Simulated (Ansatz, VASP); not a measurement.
One calculation of Mg3ZrN, two programs

File INCAR:

```
ALGO = Normal ; EDIFF = 1E-7
EDIFFG = -0.04 ; ENCUT = 600
GGA = PE ; IBRION = 2
ISIF = 3 ; ISMEAR = 0
LASPH = T ; LCHARG = F
LREAL = F ; LWAVE = F
NELM = 60 ; NSW = 90
PREC = Accurate ; SIGMA = 0.1
```

Contents of KPOINTS:

```
k-points
0
Gamma
  6 6 2
```

The input POSCAR:

```
Mg3ZrN
1.0
    3.4594675400      0.0000000000      0.0000000000
   -1.7297337700      2.9959867700      0.0000000000
    0.0000000000      0.0000000000      8.9970919700
Mg Zr N
3 1 1
Direct
    0.3333333300      0.6666666700      0.3864852200
    0.6666666700      0.3333333300      0.3864852200
    0.0000000000      0.0000000000      0.3870602500
    0.0000000000      0.0000000000      0.0405410300
    0.0000000000      0.0000000000      0.7997146200
```

Input for Ansatz:

```yaml
crystal:
  lattice:
    - [3.45946754, 0.0, 0.0]
    - [-1.72973377, 2.99598677, 0.0]
    - [0.0, 0.0, 8.99709197]
  atoms:
    - { symbol: Mg, position: [0.33333333, 0.66666667, 0.38648522] }
    - { symbol: Mg, position: [0.66666667, 0.33333333, 0.38648522] }
    - { symbol: Mg, position: [0.0, 0.0, 0.38706025] }
    - { symbol: Zr, position: [0.0, 0.0, 0.04054103] }
    - { symbol: "N", position: [0.0, 0.0, 0.79971462] }
basis:
  ecutwfc: 420
kpoints:
  mp_grid: { grid: [6, 6, 2] }
hamiltonian:
  xc: pbe
scf:
  occupations: { method: gaussian, width: 0.1 }
  lower_state_search: "off"
output:
  forces: true
  stress: true
  eigenvalues: true
relax:
  adjacent_minimum: "off"
  f_tol: 0.04
  max_steps: 70
  cell: { stress_tol: 0.4 }
```

Alike in both runs: task relaxation of cell and atoms; functional PBE; k mesh 6 × 6 × 2; occupations gaussian, width 0.1 eV; no spin polarisation.

|  | VASP | Ansatz |
| --- | --- | --- |
| version | VASP 6.6.1 | Ansatz 0.2.0 |
| potentials or method | VASP PAW PBE potentials, release 64 (Mg, Zr_sv, N), cutoff 600 eV | scalar-relativistic, plane waves, PAW |
| valence electrons in the cell | 23 | 47 |

Ansatz gave:

| Property | Result |
| --- | --- |
| gap on the k mesh at the Fermi level, each at its own relaxed structure (eV) | none |
| relaxed volume (Å³/atom) | 30.27 |
| relaxed cell length with the largest relative difference (Å) | 4.990 |

Task: Which values does VASP return?

Result: gap on the k mesh at the Fermi level, each at its own relaxed structure (eV): none; relaxed volume (Å³/atom): 28.83; relaxed cell length with the largest relative difference (Å): 4.763.

A gap of «none» marks a metal or a gap that the smearing closes. VASP's potentials hold 23 valence electrons a cell and Ansatz's 47, so a difference there can come from the potentials and not from the codes.

Noted on VASP's run: the volume moved by over 15 % at a fixed basis, so the end points are rough.
